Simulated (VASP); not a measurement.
# Y (Pm-3m) in VASP: notebook, part 2 of 2

VASP 6.6.1.

## 4. Single point, r2SCAN (33.46 Å³/atom)

This run uses another cell than the first one, of 33.46 Å³/atom.

POSCAR reads:

```
Y
1.0
    3.2224045319      0.0000000000      0.0000000000
    0.0000000000      3.2224045319      0.0000000000
    0.0000000000      0.0000000000      3.2224045319
Y
1
Direct
    0.0000000000      0.0000000000      0.0000000000
```

INCAR.step1 reads:

```
SYSTEM = Y
PREC     = Accurate       ! precision mode
ENCUT    = 550            ! plane-wave cutoff, eV
ISMEAR   = -1             ! smearing method
SIGMA    = 0.1            ! smearing width, eV
LREAL    = .FALSE.        ! projectors in reciprocal space
LASPH    = .TRUE.         ! aspherical terms in the spheres
NELM     = 120            ! most SCF steps
NBANDS   = 12             ! bands
GGA      = PE             ! functional
ALGO     = Normal         ! electronic algorithm
EDIFF    = 1E-5           ! SCF threshold, eV
LWAVE    = .TRUE.         ! write WAVECAR
LCHARG   = .FALSE.        ! write CHGCAR
GGA_COMPAT= .FALSE.
```

INCAR.step2 reads:

```
SYSTEM = Y
PREC     = Accurate       ! precision mode
ENCUT    = 550            ! plane-wave cutoff, eV
EDIFF    = 1E-6           ! SCF threshold, eV
ISMEAR   = -1             ! smearing method
SIGMA    = 0.1            ! smearing width, eV
LREAL    = .FALSE.        ! projectors in reciprocal space
LASPH    = .TRUE.         ! aspherical terms in the spheres
NELM     = 120            ! most SCF steps
ALGO     = Normal         ! electronic algorithm
ISIF     = 2              ! what is computed and relaxed
LWAVE    = .FALSE.        ! write WAVECAR
LCHARG   = .TRUE.         ! write CHGCAR
METAGGA  = R2SCAN         ! meta-GGA
LMIXTAU  = .TRUE.       
LELF     = .TRUE.         ! ELF
LVHAR    = .TRUE.       
NBANDS   = 12             ! bands
ISTART   = 1            
GGA_COMPAT= .FALSE.
```

KPOINTS reads:

```
Automatic mesh
0
G
  11 11 11
  0 0 0
```

Potentials or basis: VASP PAW PBE potentials, release 64 (Y_sv).

Run with:

```bash
cat potpaw_PBE.64/Y_sv/POTCAR > POTCAR
cp INCAR.step1 INCAR
mpirun -np 1 vasp_std > vasp.out
cp INCAR.step2 INCAR
mpirun -np 1 vasp_std > vasp.out
```

OUTCAR:

```text
SYSTEM = Y
   PREC = Accurate
   ENCUT = 550
   EDIFF = 1E-6
   ISMEAR = -1
   LREAL = .FALSE.
   LASPH = .TRUE.
   NELM = 120
   ISIF = 2
   METAGGA = R2SCAN
   ISTART = 1

 ion  position               nearest neighbor table
   1  0.000  0.000  0.000-

  LATTYP: Found a simple cubic cell.
 ALAT       =     3.2224045319

  Lattice vectors:

 A1 = (   3.2224045319,   0.0000000000,   0.0000000000)
 A2 = (   0.0000000000,   3.2224045319,   0.0000000000)
 A3 = (   0.0000000000,   0.0000000000,   3.2224045319)

Analysis of symmetry for initial positions (statically):
=====================================================================
 Subroutine PRICEL returns:
 Original cell was already a primitive cell.

 Routine SETGRP: Setting up the symmetry group for a
 simple cubic supercell.

 Subroutine GETGRP returns: Found 48 space group operations
 (whereof 48 operations were pure point group operations)
 out of a pool of 48 trial point group operations.

The static configuration has the point symmetry O_h .

Analysis of symmetry for dynamics (positions and initial velocities):
=====================================================================
 Subroutine PRICEL returns:
 Original cell was already a primitive cell.

 Routine SETGRP: Setting up the symmetry group for a
 simple cubic supercell.

 Subroutine GETGRP returns: Found 48 space group operations
 (whereof 48 operations were pure point group operations)
 out of a pool of 48 trial point group operations.

The dynamic configuration has the point symmetry O_h .

 Subroutine INISYM returns: Found 48 space group operations
 (whereof 48 operations are pure point group operations),
 and found     1 'primitive' translations

----------------------------------------------------------------------------------------

                                     Primitive cell

  volume of cell :      33.4611

  direct lattice vectors                    reciprocal lattice vectors
     3.222404532  0.000000000  0.000000000     0.310327270  0.000000000  0.000000000
     0.000000000  3.222404532  0.000000000     0.000000000  0.310327270  0.000000000
     0.000000000  0.000000000  3.222404532     0.000000000  0.000000000  0.310327270

  length of vectors
     3.222404532  3.222404532  3.222404532     0.310327270  0.310327270  0.310327270

  position of ions in fractional coordinates (direct lattice)
     0.000000000  0.000000000  0.000000000

  ion indices of the primitive-cell ions
   primitive index   ion index
                 1           1

----------------------------------------------------------------------------------------

 KPOINTS: Automatic mesh

Automatic generation of k-mesh.
 Grid dimensions read from file:
 generate k-points for:   11   11   11

 Generating k-lattice:

  Cartesian coordinates                     Fractional coordinates (reciprocal lattice)
     0.028211570  0.000000000  0.000000000     0.090909091  0.000000000  0.000000000
     0.000000000  0.028211570  0.000000000     0.000000000  0.090909091  0.000000000
     0.000000000  0.000000000  0.028211570     0.000000000  0.000000000  0.090909091

  Length of vectors
     0.028211570  0.028211570  0.028211570

  Shift w.r.t. Gamma in fractional coordinates (k-lattice)
     0.000000000  0.000000000  0.000000000

 Subroutine IBZKPT returns following result:
 ===========================================

 Found     56 irreducible k-points:

 Following reciprocal coordinates:
            Coordinates               Weight
  0.000000  0.000000  0.000000      1.000000
  0.090909  0.000000  0.000000      6.000000
  0.181818  0.000000  0.000000      6.000000
  0.272727  0.000000  0.000000      6.000000
  0.363636  0.000000  0.000000      6.000000
  0.454545  0.000000  0.000000      6.000000
[... 16 lines left out ...]
  0.181818  0.090909  0.090909     24.000000
  0.272727  0.090909  0.090909     24.000000
 [... further k-points ...]
   k-points           NKPTS =     56   k-points in BZ     NKDIM =     56   number of bands    NBANDS=     12
   number of dos      NEDOS =    301   number of ions     NIONS =      1
   total plane-waves  NPLWV =  21952
   dimension x,y,z NGX =    28 NGY =   28 NGZ =   28
   dimension x,y,z NGXF=    56 NGYF=   56 NGZF=   56
   ions per type =               1
   NGX,Y,Z   is equivalent  to a cutoff of  14.45, 14.45, 14.45 a.u.
   NGXF,Y,Z  is equivalent  to a cutoff of  28.89, 28.89, 28.89 a.u.
 SYSTEM =  Y
   PREC   = accura    normal or accurate (medium, high low for compatibility)
   ISTART =      1    job   : 0-new  1-cont  2-samecut
   ICHARG =      0    charge: 1-file 2-atom 10-const
   ISPIN  =      1    spin polarized calculation?
   LNONCOLLINEAR =      F non collinear calculations
   LSORBIT =      F    spin-orbit coupling
   LASPH  =      T    aspherical Exc in radial PAW
   ENCUT  =  550.0 eV  40.42 Ry    6.36 a.u.   6.16  6.16  6.16*2*pi/ulx,y,z
   NELM   =    120;   NELMIN=  2; NELMDL=  0     # of ELM steps
   EDIFF  = 0.1E-05   stopping-criterion for ELM
   LREAL  =      F    real-space projection
   EDIFFG = 0.1E-04   stopping-criterion for IOM
   NSW    =      0    number of steps for IOM
   IBRION =     -1    ionic relax: 0-MD 1-quasi-New 2-CG
   NFREE  =      0    steps in history (QN), initial steepest desc. (CG)
   ISIF   =      2    stress and relaxation
   ISYM   =      2    0-nonsym 1-usesym 2-fastsym
   POTIM  = 0.5000    time-step for ionic-motion
   TEBEG  =    0.0;   TEEND  =   0.0 temperature during run
   PSTRESS=    0.0 pullay stress
   NELECT =      11.0000    total number of electrons
   NUPDOWN=      -1.0000    fix difference up-down
   EMIN   =  10.00;   EMAX   =-10.00  energy-range for DOS
   EFERMI =   0.00;   METHOD = LEGACY
   ISMEAR =    -1;   SIGMA  =   0.10  broadening in eV -4-tet -1-fermi 0-gaus
   EFERMI_NEDOS =   21; number of points for ismear=-14 and -15
   IALGO  =     38    algorithm
   IMIX   =      4    mixing-type and parameters
     AMIX     =   0.40;   BMIX     =  1.00
     AMIX_MAG =   1.60;   BMIX_MAG =  1.00
  volume/ion in A,a.u.               =      33.46       225.81
  Fermi-wavevector in a.u.,A,eV,Ry     =   1.129863  2.135131 17.369057  1.276590
  Thomas-Fermi vector in A             =   2.266557
   LORBIT       =      0    0 simple, 1 ext, 2 COOP (PROOUT), +10 PAW based schemes
   METAGGA = R2SCAN    functional components
   LHFCALC =     F    Hartree Fock is set to
   AEXX    =    0.0000 exact exchange contribution
   IVDW    =     0    specifies the selected vdW correction
   LEPSILON=     F    determine dielectric tensor
   LRPA    =     F    only Hartree local field effects (RPA)
 non-spin polarized calculation
  energy-cutoff  :      550.00
  volume of cell :       33.46
 maximum number of plane-waves:       992
 NGX is ok and might be reduce to    28
   NGX = 13   NGY = 13   NGZ = 13

 number of electron      11.0000001 magnetization

 Free energy of the ion-electron system (eV)
  ---------------------------------------------------
  ext. energy  EPLUGINS =         0.00000000
  ---------------------------------------------------
  free energy    TOTEN  =       -19.44691446 eV

  energy without entropy =      -19.37380164  energy(sigma->0) =      -19.41035805

 E-fermi :   3.0744     XC(G=0):  -9.9417

 val. band max:        3.0608559832   @ k =   0.3636   0.2727   0.0909
 cond. band min:       3.0759082258   @ k =   0.3636   0.0000   0.0000
 fundamental gap:      0.0150522426
 Fermi energy:         3.0744121591

 k-point     1 :       0.0000    0.0000    0.0000
  band No.  band energies     occupation
      1     -41.5442      2.00000
      2     -20.5015      2.00000
      3     -20.5015      2.00000
      4     -20.5015      2.00000
      5      -1.7704      2.00000
      6       2.4331      1.99673
      7       2.4331      1.99673
      8       8.7017      0.00000
      9       8.7017      0.00000
     10       8.7017      0.00000
     11      13.9235      0.00000
     12      13.9235      0.00000

 k-point     2 :       0.0909    0.0000    0.0000
  band No.  band energies     occupation
      1     -41.5377      2.00000
      2     -20.5696      2.00000
      3     -20.4957      2.00000
      4     -20.4957      2.00000
      5      -1.5970      2.00000
      6       2.4881      1.99433
      7       2.5799      1.98587
      8       8.3692      0.00000
      9       8.3692      0.00000
     10       8.7226      0.00000
     11      13.1066      0.00000
     12      14.3486      0.00000
[... 316 lines left out ...]
 k-point    24 :       0.2727    0.0909    0.0909
  band No.  band energies     occupation
      1     -41.4848      2.00000
      2     -20.9588      2.00000
      3     -20.5229      2.00000
      4     -20.5154      2.00000
      5      -0.0977      2.00000
      6       3.1133      0.80809
      7       3.4573      0.04255
      8       6.5580      0.00000
      9       6.6642      0.00000
     10       8.2674      0.00000
     11      11.4173      0.00000
     12      15.3667      0.00000

 [... further k-points ...]
[... 5 lines left out ...]
  --------------------------------------------------------------------------------------
  -------------------------------------------------------------------------------------
  Total        0.0928625      0.0928625      0.0928625      0.0000000     -0.0000000     -0.0000000
  in kB        4.4464223      4.4464223      4.4464223      0.0000000     -0.0000000     -0.0000000
  external PRESSURE =       4.4464223 kB  Pullay stress =       0.0000000 kB

 VOLUME and BASIS-vectors are now :
 -----------------------------------------------------------------------------
  energy-cutoff  :      550.00
  volume of cell :       33.46
      direct lattice vectors                 reciprocal lattice vectors
     3.222404532  0.000000000  0.000000000     0.310327270  0.000000000  0.000000000
     0.000000000  3.222404532  0.000000000     0.000000000  0.310327270  0.000000000
     0.000000000  0.000000000  3.222404532     0.000000000  0.000000000  0.310327270

 POSITION                                       TOTAL-FORCE (eV/Angst)
 -----------------------------------------------------------------------------------
      0.00000      0.00000      0.00000         0.000000      0.000000      0.000000
 -----------------------------------------------------------------------------------
    total drift:                               -0.000000      0.000000      0.000000

  FREE ENERGIE OF THE ION-ELECTRON SYSTEM (eV)
  ---------------------------------------------------
  free  energy   TOTEN  =       -19.4469144613 eV

  energy  without entropy=      -19.3738016382  energy(sigma->0) =      -19.41035805
```

Run time: 3.5 min. Hardware: 1 thread of AMD EPYC 7R13, shared host; peak memory 0.17 GiB.

What came out:

```
Free energy            : -19.4469 eV
Pressure               : 0.4 GPa
Band gap on the k mesh : zero (an odd number of electrons rules out a gap without spin polarisation)
```

Levels at points of the mesh, in eV from the Fermi level:
| k point | band 2 | band 3 | band 4 | band 5 | band 6 | band 7 | band 8 | band 9 |
| --- | --- | --- | --- | --- | --- | --- | --- | --- |
| (0.00, 0.00, 0.00) | -23.58 | -23.58 | -23.58 | -4.84 | -0.64 | -0.64 | 5.63 | 5.63 |

Caveat: the PAW data sets were made with another functional, which shifts forces and pressure a little.

## 5. The runs side by side

| cell | gap on the mesh (eV) | pressure (GPa) |
| --- | --- | --- |
| a = 3.130 Å, 1 atom | none | 4.0 |
| a = 3.177 Å, 1 atom | none | 2.4 |
| a = 3.222 Å, 1 atom | none | 0.4 |

Alike in all rows: task single point; level r2SCAN; potentials or basis VASP PAW PBE potentials, release 64 (Y_sv); no spin polarisation; k mesh 11 × 11 × 11; cutoff (eV) 550; smearing fermi-dirac 0.1 eV.

Caveats: the PAW data sets were made with another functional, which shifts forces and pressure a little; the cell stands under pressure (at least some runs).

Absolute energies hang on the potentials; compare differences alone.
